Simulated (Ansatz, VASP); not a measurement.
## Al2O3 in VASP and in Ansatz

```
Al O
1.0
     2.86414    0.00000    0.00000
    -1.43207    2.48042    0.00000
     0.00000    0.00000    6.83328
Al O
2 3
Direct
  0.33333 0.66667 0.19934
  0.66667 0.33333 0.80066
  0.00000 0.00000 0.00000
  0.33333 0.66667 0.70321
  0.66667 0.33333 0.29679
```

Alike in both runs: task single point; functional PBE0; k mesh 6 × 6 × 2; no spin polarisation.

|  | VASP | Ansatz |
| --- | --- | --- |
| version | VASP 6.6.1 | Ansatz 0.2.0 |
| potentials or method | VASP PAW PBE potentials, release 64 (Al, O) | plane waves, PAW |
| plane-wave cutoff (eV) | 520 | 420 |
| occupations | gaussian, width 0.01 eV | fixed |
| valence electrons in the cell | 24 | 24 |

VASP gave:

| Item | Value |
| --- | --- |
| gap on the k mesh at the Fermi level (eV) | 7.36 |
| pressure (GPa) | -0.3 |
| traceless stress, the component that is largest in VASP (GPa) | 0.11 |
| rms of the force components (eV/Å) | 0.035 |

Question: What did Ansatz give for the same quantities?

Answer: gap on the k mesh at the Fermi level (eV): 7.38; pressure (GPa): -0.6; traceless stress, the component that is largest in VASP (GPa): 0.50; rms of the force components (eV/Å): 0.036.

Atom by atom the forces differ by 0.016 eV/Å (rms over components). Ansatz's warnings: stress exchange threshold loose, stress scf threshold loose.

The k mesh is coarse, so the values compare programs but aren't converged.
